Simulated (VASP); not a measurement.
Input of a VASP 6.6.1 run:

POSCAR

```
SrCl2
1.0
    0.0000000000      3.5663182097      3.5663182097
    3.5663182097      0.0000000000      3.5663182097
    3.5663182097      3.5663182097      0.0000000000
Sr Cl
1 2
Direct
    0.0000000000      0.0000000000      0.0000000000
    0.2500000000      0.2500000000      0.2500000000
    0.7500000000      0.7500000000      0.7500000000
```

INCAR.step1

```
SYSTEM = SrCl2
PREC = Accurate
ENCUT = 520
ISMEAR = 0
SIGMA = 0.01
LREAL = .FALSE.
LASPH = .TRUE.
NELM = 100
NBANDS = 19
GGA = PE
ALGO = Normal
EDIFF = 1E-4
LWAVE = .TRUE.
LCHARG = .FALSE.
```

Contents of INCAR.step2:

```
SYSTEM = SrCl2
PREC = Accurate
ENCUT = 520
EDIFF = 1E-6
ISMEAR = 0
SIGMA = 0.01
LREAL = .FALSE.
LASPH = .TRUE.
NELM = 100
ALGO = Normal
ISIF = 2
LWAVE = .FALSE.
LCHARG = .FALSE.
METAGGA = R2SCAN
LMIXTAU = .TRUE.
NBANDS = 19
ISTART = 1
```

KPOINTS

```
Automatic mesh
0
G
  6 6 6
  0 0 0
```

Potentials or basis: VASP PAW PBE potentials, release 64 (Sr_sv, Cl).

The run is started by

```sh
$ cat potpaw_PBE.64/Sr_sv/POTCAR potpaw_PBE.64/Cl/POTCAR > POTCAR
$ cp INCAR.step1 INCAR
$ mpirun -np 1 vasp_std > vasp.out
$ cp INCAR.step2 INCAR
$ mpirun -np 1 vasp_std > vasp.out
```

Predict the band gap on the k mesh.

5.72 eV (least direct gap 6.01 eV).

Estimate the pressure.

-1.9 GPa.

Caveat: the structure was generated, so it needn't be the stable form of SrCl2; the PAW data sets were made with another functional, which shifts forces and pressure a little. A k mesh can miss the band edges.
